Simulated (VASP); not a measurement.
# NaH in VASP: notebook, part 2 of 2

VASP 6.6.1.

**3. Relaxation of cell and atoms, LDA**

This run uses another cell than the first one, of 14.53 Å³/atom.

INCAR reads:

```
SYSTEM = NaH
PREC = Accurate
ENCUT = 500
EDIFF = 1E-7
ISMEAR = 0
SIGMA = 0.01
LREAL = .FALSE.
LASPH = .TRUE.
NELM = 120
ALGO = Normal
ISIF = 3
LWAVE = .FALSE.
LCHARG = .FALSE.
IBRION = 2
NSW = 100
EDIFFG = -0.002
GGA_COMPAT = .FALSE.
NELMIN = 4
```

KPOINTS reads:

```
regular mesh
0
G
  8 8 8
  0 0 0
```

POSCAR reads:

```
NaH
1.0
    0.0000000000      2.4400000000      2.4400000000
    2.4400000000      0.0000000000      2.4400000000
    2.4400000000      2.4400000000      0.0000000000
Na H
1 1
Direct
    0.0000000000      0.0000000000      0.0000000000
    0.5000000000      0.5000000000      0.5000000000
```

Potentials or basis: VASP PAW LDA potentials, release 64 (Na_pv, H).

Command:

```console
$ cat potpaw_LDA.64/Na_pv/POTCAR potpaw_LDA.64/H/POTCAR > POTCAR
$ mpirun -np 1 vasp_std > vasp.out
```

It took 40 s on 1 thread of Intel Xeon 8259CL, shared host; peak memory 0.14 GiB.

Results (log left out):

```
Free energy                           : -5.4097 eV
Relaxed volume                        : 12.89 Å³/atom
Relaxed cell                          : a = 3.316 Å, b = 3.316 Å, c = 3.316 Å, α = 60.00°, β = 60.00°, γ = 60.00°
Space group after relaxing (to 0.1 Å) : Fm-3m (No. 225)
Energy gained by relaxing             : 15.1 meV/atom
Ionic steps                           : 5
Pressure after relaxing               : 0.0 GPa
Band gap on the k mesh                : 3.55 eV (least direct gap 4.51 eV)
```

Step by step:
```csv
step,energy change (eV),largest force (eV/Å),pressure (GPa),volume (Å³)
1,0.0000,0.0000,-2.70,29.05
2,-0.0150,0.0000,-2.02,28.04
3,-0.0294,0.0000,-0.54,26.28
4,-0.0303,0.0000,0.06,25.72
5,-0.0303,0.0000,-0.01,25.78
```

Final structure:
```
CELL_PARAMETERS angstrom
0.00000 2.34476 2.34476
2.34476 0.00000 2.34476
2.34476 2.34476 0.00000
ATOMIC_POSITIONS crystal
Na 0.00000 0.00000 0.00000
H 0.50000 0.50000 0.50000
```

Levels at points of the mesh, in eV from the valence-band top:
| k point | band 2 | band 3 | band 4 | band 5 | band 6 | band 7 |
| --- | --- | --- | --- | --- | --- | --- |
| (0.00, 0.00, 0.00) | -22.03 | -22.03 | -4.05 | 11.21 | 15.85 | 15.85 |
| (0.50, 0.00, 0.00) | -22.04 | -22.04 | -0.96 | 3.55 | 11.21 | 13.62 |
| (0.50, 0.50, 0.00) | -22.07 | -22.07 | -0.22 | 4.47 | 9.99 | 10.88 |

**4. Relaxation of the atoms, LDA (equal xy, yz and zx engineering shears of -0.5 %)**

INCAR reads:

```
PREC = Accurate
ENCUT = 450
EDIFF = 1E-7
ISMEAR = 0
SIGMA = 0.01
LREAL = False
LASPH = True
NELM = 120
ALGO = Normal
ISIF = 2
LWAVE = False
LCHARG = False
GGA = CA
IBRION = 2
NSW = 50
EDIFFG = -0.002
GGA_COMPAT = False
NELMIN = 4
```

KPOINTS reads:

```
regular mesh
0
Gamma
  8 8 8
```

POSCAR reads:

```
NaH
1.0
   -0.0117276838      2.3396729255      2.3396729255
    2.3396729255     -0.0117276838      2.3396729255
    2.3396729255      2.3396729255     -0.0117276838
Na H
1 1
Direct
    0.0000000000      0.0000000000      0.0000000000
    0.5000000000      0.5000000000      0.5000000000
```

Potentials or basis: VASP PAW LDA potentials, release 64 (Na_pv, H).

Command:

```console
$ cat potpaw_LDA.64/Na_pv/POTCAR potpaw_LDA.64/H/POTCAR > POTCAR
$ mpirun -np 1 vasp_std > vasp.out
```

OUTCAR:

```text
PREC = Accurate
   ENCUT = 450
   EDIFF = 1E-7
   ISMEAR = 0
   LREAL = False
   LASPH = True
   NELM = 120
   ISIF = 2
   GGA = CA
   IBRION = 2
   NSW = 50
   EDIFFG = -0.002
   NELMIN = 4

 ion  position               nearest neighbor table
   1  0.000  0.000  0.000-
   2  0.500  0.500  0.500-

  LATTYP: Found a trigonal (rhomboedric) cell.
 ALAT       =     3.3088179665
 COS(alpha) =     0.4949812504

[... 443 lines left out ...]
      1     -23.0315      2.00000
      2     -22.9724      2.00000
      3     -22.9558      2.00000
      4      -3.2340      2.00000
      5       5.6466      0.00000
      6       8.8940      0.00000
      7      13.4768      0.00000
      8      13.5736      0.00000

 [... further k-points ...]
[... 5 lines left out ...]
  --------------------------------------------------------------------------------------
  -------------------------------------------------------------------------------------
  Total       -0.0484872     -0.0484872     -0.0484872      0.0193999      0.0193999      0.0193999
  in kB       -3.0101566     -3.0101566     -3.0101566      1.2043754      1.2043754      1.2043754
  external PRESSURE =      -3.0101566 kB  Pullay stress =       0.0000000 kB

 VOLUME and BASIS-vectors are now :
 -----------------------------------------------------------------------------
  energy-cutoff  :      450.00
  volume of cell :       25.81
      direct lattice vectors                 reciprocal lattice vectors
    -0.011727684  2.339672925  2.339672925    -0.212104954  0.213173493  0.213173493
     2.339672925 -0.011727684  2.339672925     0.213173493 -0.212104954  0.213173493
     2.339672925  2.339672925 -0.011727684     0.213173493  0.213173493 -0.212104954

 POSITION                                       TOTAL-FORCE (eV/Angst)
 -----------------------------------------------------------------------------------
      0.00000      0.00000      0.00000        -0.000000      0.000000     -0.000000
      2.33381      2.33381      2.33381         0.000000     -0.000000      0.000000
 -----------------------------------------------------------------------------------
    total drift:                                0.000000     -0.000000     -0.000000

  FREE ENERGIE OF THE ION-ELECTRON SYSTEM (eV)
  ---------------------------------------------------
  free  energy   TOTEN  =        -5.4068659732 eV

  energy  without entropy=       -5.4068659732  energy(sigma->0) =       -5.40686597

 reached required accuracy - stopping structural energy minimisation
```

Wall time 12 s (1 thread of Intel Xeon 8259CL, shared host); peak memory 0.13 GiB.

What came out:

```yaml
Free_energy: -5.4069 eV
Pressure_after_relaxing: -0.3 GPa
Band_gap_on_the_k_mesh: 3.53 eV (least direct gap 4.50 eV)
```

Final structure:
```
CELL_PARAMETERS angstrom
-0.01173 2.33967 2.33967
2.33967 -0.01173 2.33967
2.33967 2.33967 -0.01173
ATOMIC_POSITIONS crystal
Na 0.00000 0.00000 0.00000
H 0.50000 0.50000 0.50000
```

Caveat: the cell differs from its parent crystal (equal xy, yz and zx engineering shears of -0.5 %); the relaxation stopped at its first step, so nothing moved.

**5. Summary**

| task | cell | cutoff (eV) | gap on the mesh (eV) | pressure (GPa) |
| --- | --- | --- | --- | --- |
| single point | a = 3.317 Å, angles 60.0°, 2 atoms, atomic positions A | 500 | 3.54 | -0.1 |
| relaxation of cell and atoms | relaxed from a = 3.451 Å, angles 60.0°, 2 atoms, atomic positions B | 500 | 3.55 | 0.0 |
| relaxation of the atoms | atoms relaxed from a = 3.309 Å, angles 60.3°, 2 atoms, atomic positions A | 450 | 3.53 | -0.3 |

Alike in all rows: level LDA; potentials or basis VASP PAW LDA potentials, release 64 (Na_pv, H); no spin polarisation; k mesh 8 × 8 × 8; smearing gaussian 0.01 eV.

Caveats: the relaxation stopped at its first step, so nothing moved (at least some runs).

Total energies depend on the potentials used, so only differences within one code and one set of settings carry meaning.
